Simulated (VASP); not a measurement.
A run of VASP 6.6.1:

Contents of INCAR:

```
  PREC = Accurate
  ENCUT = 520
  EDIFF = 1E-6
  ISMEAR = 0
  SIGMA = 0.05
  LREAL = F
  LASPH = T
  NELM = 80
  ALGO = Normal
  ISIF = 2
  LWAVE = F
  LCHARG = F
  GGA = PE
  NBANDS = 15
```

The input KPOINTS:

```
regular mesh
0
Gamma
  8 8 8
```

File POSCAR:

```
KF
1.0
    0.0000000000      2.7105354767      2.3039551552
    2.6156667350      0.0000000000      2.3039551552
    2.6156667350      2.7105354767      0.0000000000
K F
1 1
Direct
    0.0000000000      0.0000000000      0.0000000000
    0.5000000000      0.5000000000      0.5000000000
```

Potentials or basis: VASP PAW PBE potentials, release 64 (K_sv, F).

Run with:

```sh
$ cat potpaw_PBE.64/K_sv/POTCAR potpaw_PBE.64/F/POTCAR > POTCAR
$ mpirun -np 1 vasp_std > vasp.out
```

Hardware: 1 thread of Intel(R) Xeon(R) 6975P-C (Granite Rapids) (shared host).

How long does it take, and how much memory?

It took 19 s on 1 thread of Intel(R) Xeon(R) 6975P-C (Granite Rapids), on a shared host, peak memory 0.18 GiB. Counts: scf iterations 13, k points 95.
